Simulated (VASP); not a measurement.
# Si4O7 in VASP: a series of runs

Runs on Si4O7. Level: PBE. Tasks: single point.

Everything below comes from runs of VASP 6.6.1. Logs are shortened: lines on timing, memory, paths and dates and some standing lists are left out, and cuts for length are marked.

## Step 1: The cell of the first run

The cell holds a disordered packing, 22 atoms: a = 7.085 Å, b = 6.974 Å, c = 7.133 Å, α = 90.58°, β = 88.43°, γ = 88.92°.

## Step 2: Single point, PBE

File INCAR:

```
PREC = Accurate
ENCUT = 520
EDIFF = 1E-6
ISMEAR = -1
SIGMA = 0.1379
LREAL = Auto
LASPH = T
NELM = 120
ALGO = Normal
ISIF = 2
LWAVE = F
LCHARG = F
GGA = PE
NBANDS = 75
ISYM = -1
GGA_COMPAT = F
```

File KPOINTS:

```
explicit points
1
Reciprocal
  0.25000000   0.25000000   0.25000000 1
```

File POSCAR:

```
Si4O7
1.0
    7.0842070000      0.0663610000      0.0972760000
    0.0663610000      6.9740900000     -0.0358550000
    0.0972760000     -0.0358550000      7.1323860000
Si O
8 14
Direct
    0.4808364105      0.0786139319      0.1659858089
    0.5346782634      0.1723562965      0.5708578409
    0.6944463595      0.6472807109      0.9148818202
    0.3161579505      0.2785628963      0.8231004732
    0.0528111853      0.5858098249      0.6418922013
    0.2095095295      0.7750727821      0.3347538938
    0.8238088562      0.1106835906      0.8425352652
    0.9194304444      0.6325385716      0.2847929367
    0.2325106225      0.6784988779      0.5283189768
    0.3376326053      0.0691187655      0.6831998021
    0.7656667100      0.5607848554      0.1173186569
    0.5216427205      0.2069829840      0.3463587161
    0.1426851742      0.6331331947      0.1670230898
    0.1692496770      0.4558501367      0.7943231865
    0.9005683148      0.6845441459      0.7718615688
    0.6608705204      1.0294757675      0.0199884040
    0.3345152086      0.2419997288      1.0500809405
   -0.0457582438     -0.1650011176      0.3402536071
    0.5000195005      0.3717458037      0.6860266745
    0.3806034750      0.8719714906      0.2160892518
    0.9406618410      0.4690889703      0.4571177673
    0.7399131156      0.0831940262      0.6440384934
```

Potentials or basis: VASP PAW PBE potentials, release 64 (Si, O).

Launch:

```sh
cat potpaw_PBE.64/Si/POTCAR potpaw_PBE.64/O/POTCAR > POTCAR
mpirun -np 1 vasp_std > vasp.out
```

OUTCAR:

```text
PREC = Accurate
   ENCUT = 520
   EDIFF = 1E-6
   ISMEAR = -1
   LREAL = Auto
   LASPH = T
   NELM = 120
   ISIF = 2
   GGA = PE
   ISYM = -1

 ion  position               nearest neighbor table
   1  0.481  0.079  0.166-  12 1.60  16 1.65  20 1.66  17 1.75   2 2.99   4 3.07   6 3.12
   2  0.535  0.172  0.571-  19 1.62  12 1.63  22 1.67  10 1.76   4 2.44   7 2.89   1 2.99
   3  0.694  0.647  0.915-  11 1.66  15 1.78   8 3.12
   4  0.316  0.279  0.823-  14 1.62  17 1.65  19 1.75  10 1.76   2 2.44   1 3.07   5 3.13
   5  0.053  0.586  0.642-  15 1.55   9 1.64  14 1.65  21 1.76   8 2.76   6 2.78   4 3.13
   6  0.210  0.775  0.335-   9 1.55  20 1.62  13 1.63  18 1.85   8 2.33   5 2.78   1 3.12
   7  0.824  0.111  0.843-  22 1.56  16 1.79   2 2.89
   8  0.919  0.633  0.285-  18 1.49  21 1.69  11 1.72  13 1.77   6 2.33   5 2.76   3 3.12
   9  0.233  0.678  0.528-   6 1.55   5 1.64
  10  0.338  0.069  0.683-   2 1.76   4 1.76
  11  0.766  0.561  0.117-   3 1.66   8 1.72
  12  0.522  0.207  0.346-   1 1.60   2 1.63
  13  0.143  0.633  0.167-   6 1.63   8 1.77
  14  0.169  0.456  0.794-   4 1.62   5 1.65
  15  0.901  0.685  0.772-   5 1.55   3 1.78
  16  0.661  0.029  0.020-   1 1.65   7 1.79
  17  0.335  0.242  0.050-   4 1.65   1 1.75
  18  0.954  0.835  0.340-   8 1.49   6 1.85
  19  0.500  0.372  0.686-   2 1.62   4 1.75
  20  0.381  0.872  0.216-   6 1.62   1 1.66
  21  0.941  0.469  0.457-   8 1.69   5 1.76
  22  0.740  0.083  0.644-   7 1.56   2 1.67

IMPORTANT INFORMATION: All symmetrisations will be switched off!
NOSYMM: (Re-)initialisation of all symmetry stuff for point group C_1.

----------------------------------------------------------------------------------------

                                     Primitive cell

  volume of cell :     352.2750

  direct lattice vectors                    reciprocal lattice vectors
     7.084207000  0.066361000  0.097276000     0.141198275 -0.001353488 -0.001932556
     0.066361000  6.974090000 -0.035855000    -0.001353488  0.143404563  0.000739364
     0.097276000 -0.035855000  7.132386000    -0.001932556  0.000739364  0.140235610

  length of vectors
     7.085185617  6.974497881  7.133139439     0.141217986  0.143412856  0.140250874

  position of ions in fractional coordinates (direct lattice)
     0.480836410  0.078613932  0.165985809
     0.534678263  0.172356296  0.570857841
     0.694446359  0.647280711  0.914881820
     0.316157950  0.278562896  0.823100473
     0.052811185  0.585809825  0.641892201
     0.209509529  0.775072782  0.334753894
[... 14 lines left out ...]
     0.940661841  0.469088970  0.457117767
     0.739913116  0.083194026  0.644038493

  ion indices of the primitive-cell ions
   primitive index   ion index
                 1           1
                 2           2
                 3           3
                 4           4
                 5           5
                 6           6
[... 14 lines left out ...]
                21          21
                22          22

----------------------------------------------------------------------------------------

 KPOINTS: explicit points

Read explicit list of k-points.

 Found      1 k-points:

 Following reciprocal coordinates:
            Coordinates               Weight
  0.250000  0.250000  0.250000      1.000000
   k-points           NKPTS =      1   k-points in BZ     NKDIM =      1   number of bands    NBANDS=     75
   number of dos      NEDOS =    301   number of ions     NIONS =     22
   total plane-waves  NPLWV = 157464
   dimension x,y,z NGX =    54 NGY =   54 NGZ =   54
   dimension x,y,z NGXF=   108 NGYF=  108 NGZF=  108
   ions per type =               8  14
   NGX,Y,Z   is equivalent  to a cutoff of  12.67, 12.87, 12.59 a.u.
   NGXF,Y,Z  is equivalent  to a cutoff of  25.34, 25.74, 25.17 a.u.
 SYSTEM =  unknown system
   PREC   = accura    normal or accurate (medium, high low for compatibility)
   ISTART =      0    job   : 0-new  1-cont  2-samecut
   ICHARG =      2    charge: 1-file 2-atom 10-const
   ISPIN  =      1    spin polarized calculation?
   LNONCOLLINEAR =      F non collinear calculations
   LSORBIT =      F    spin-orbit coupling
   LASPH  =      T    aspherical Exc in radial PAW
   ENCUT  =  520.0 eV  38.22 Ry    6.18 a.u.  13.17 12.97 13.26*2*pi/ulx,y,z
   NELM   =    120;   NELMIN=  2; NELMDL= -5     # of ELM steps
   EDIFF  = 0.1E-05   stopping-criterion for ELM
   LREAL  =      T    real-space projection
   EDIFFG = 0.1E-04   stopping-criterion for IOM
   NSW    =      0    number of steps for IOM
   IBRION =     -1    ionic relax: 0-MD 1-quasi-New 2-CG
   NFREE  =      0    steps in history (QN), initial steepest desc. (CG)
   ISIF   =      2    stress and relaxation
   ISYM   =     -1    0-nonsym 1-usesym 2-fastsym
   POTIM  = 0.5000    time-step for ionic-motion
   TEBEG  =    0.0;   TEEND  =   0.0 temperature during run
   PSTRESS=    0.0 pullay stress
   NELECT =     116.0000    total number of electrons
   NUPDOWN=      -1.0000    fix difference up-down
   EMIN   =  10.00;   EMAX   =-10.00  energy-range for DOS
   EFERMI =   0.00;   METHOD = LEGACY
   ISMEAR =    -1;   SIGMA  =   0.14  broadening in eV -4-tet -1-fermi 0-gaus
   EFERMI_NEDOS =   21; number of points for ismear=-14 and -15
   IALGO  =     38    algorithm
   IMIX   =      4    mixing-type and parameters
     AMIX     =   0.40;   BMIX     =  1.00
     AMIX_MAG =   1.60;   BMIX_MAG =  1.00
  volume/ion in A,a.u.               =      16.01       108.06
  Fermi-wavevector in a.u.,A,eV,Ry     =   1.130490  2.136317 17.388364  1.278009
  Thomas-Fermi vector in A             =   2.267187
   LORBIT       =      0    0 simple, 1 ext, 2 COOP (PROOUT), +10 PAW based schemes
   GGA     = PE    functional components
   LHFCALC =     F    Hartree Fock is set to
   AEXX    =    0.0000 exact exchange contribution
   IVDW    =     0    specifies the selected vdW correction
   LEPSILON=     F    determine dielectric tensor
   LRPA    =     F    only Hartree local field effects (RPA)
 non-spin polarized calculation
  energy-cutoff  :      520.00
  volume of cell :      352.27
 maximum number of plane-waves:      9479
 NGX is ok and might be reduce to    54
   NGX = 27   NGY = 25   NGZ = 27

 number of electron     115.9999999 magnetization

 Free energy of the ion-electron system (eV)
  ---------------------------------------------------
  ext. energy  EPLUGINS =         0.00000000
  ---------------------------------------------------
  free energy    TOTEN  =      -159.72070109 eV

  energy without entropy =     -159.72040202  energy(sigma->0) =     -159.72055156

 E-fermi :   2.8389     XC(G=0):  -8.1755

 val. band max:        1.4703374544   @ k =   0.2500   0.2500   0.2500
 cond. band min:       4.2080768721   @ k =   0.2500   0.2500   0.2500
 fundamental gap:      2.7377394177
 Fermi energy:         2.8388987176

 k-point     1 :       0.2500    0.2500    0.2500
  band No.  band energies     occupation
      1     -19.9096      2.00000
      2     -19.6701      2.00000
      3     -19.1776      2.00000
      4     -18.7945      2.00000
      5     -18.6702      2.00000
      6     -18.5046      2.00000
[... 62 lines left out ...]
     69       8.2061      0.00000
     70       8.3908      0.00000
 [bands above 70 left out]

------------------------ aborting loop because EDIFF is reached ----------------------------------------

  FORCE on cell =-STRESS in cart. coord.  units (eV):
  Direction    XX          YY          ZZ          XY          YZ          ZX
  --------------------------------------------------------------------------------------
  -------------------------------------------------------------------------------------
  Total       -0.5832633     11.9809729     -0.4594655      0.2476032      7.9496482      3.1414111
  in kB       -2.6527326     54.4905133     -2.0896893      1.1261209     36.1556957     14.2874126
  external PRESSURE =      16.5826971 kB  Pullay stress =       0.0000000 kB

 VOLUME and BASIS-vectors are now :
 -----------------------------------------------------------------------------
  energy-cutoff  :      520.00
  volume of cell :      352.27
      direct lattice vectors                 reciprocal lattice vectors
     7.084207000  0.066361000  0.097276000     0.141198275 -0.001353488 -0.001932556
     0.066361000  6.974090000 -0.035855000    -0.001353488  0.143404563  0.000739364
     0.097276000 -0.035855000  7.132386000    -0.001932556  0.000739364  0.140235610

 POSITION                                       TOTAL-FORCE (eV/Angst)
 -----------------------------------------------------------------------------------
      3.42771      0.57422      1.22783        -1.036324      0.799744     -3.175332
      3.85474      1.21704      4.11741        -0.480295     -0.577863      0.762196
      5.05155      4.52748      6.56964         0.016608      0.197645     -0.852305
      2.33828      1.93419      5.89144         0.353739      0.430195     -0.689698
      0.47544      4.06598      4.56236         1.008682     -3.386065     -0.799471
      1.56821      5.40733      2.38018        -1.472714      0.273706     -4.473956
[... 14 lines left out ...]
      6.73944      3.31750      3.33503        -0.000827      1.640039      0.910797
      5.30987      0.60621      4.66252        -2.292421     -0.536588     -3.079560
 -----------------------------------------------------------------------------------
    total drift:                                0.008891      0.003011      0.003385

  FREE ENERGIE OF THE ION-ELECTRON SYSTEM (eV)
  ---------------------------------------------------
  free  energy   TOTEN  =      -159.7207010944 eV

  energy  without entropy=     -159.7204020200  energy(sigma->0) =     -159.72055156
```

Run time: 84 s. Hardware: 1 thread of Intel Xeon Platinum 8259CL at 2.50GHz (Skylake/Cascade Lake), shared host; peak memory 0.4 GiB.

Results:

```yaml
Free_energy: -159.7207 eV
Pressure: 1.7 GPa
Largest_force: 9.619 eV/Å
```

Forces on the atoms (eV/Å):
```
Si  -1.036  0.800 -3.175
Si  -0.480 -0.578  0.762
Si   0.017  0.198 -0.852
Si   0.354  0.430 -0.690
Si   1.009 -3.386 -0.799
Si  -1.473  0.274 -4.474
Si   1.450 -0.066  3.814
Si  -0.141 -8.249 -4.946
O    1.127  0.699  2.185
O    0.828  1.541 -0.086
O    1.143  0.860  2.004
O    0.616 -0.463  1.426
O   -0.787 -1.828  0.551
O   -0.895 -1.361 -0.366
O   -2.355  1.675  1.723
O    0.106  0.533 -0.299
O    1.039 -1.683 -0.380
O    0.985  7.336  3.385
O    0.068  0.123  1.255
O    0.719  2.043  1.130
O   -0.001  1.640  0.911
O   -2.292 -0.537 -3.080
```

Caveat: the atoms stand as in a frame of molecular dynamics.

[end of part 1 of 2]
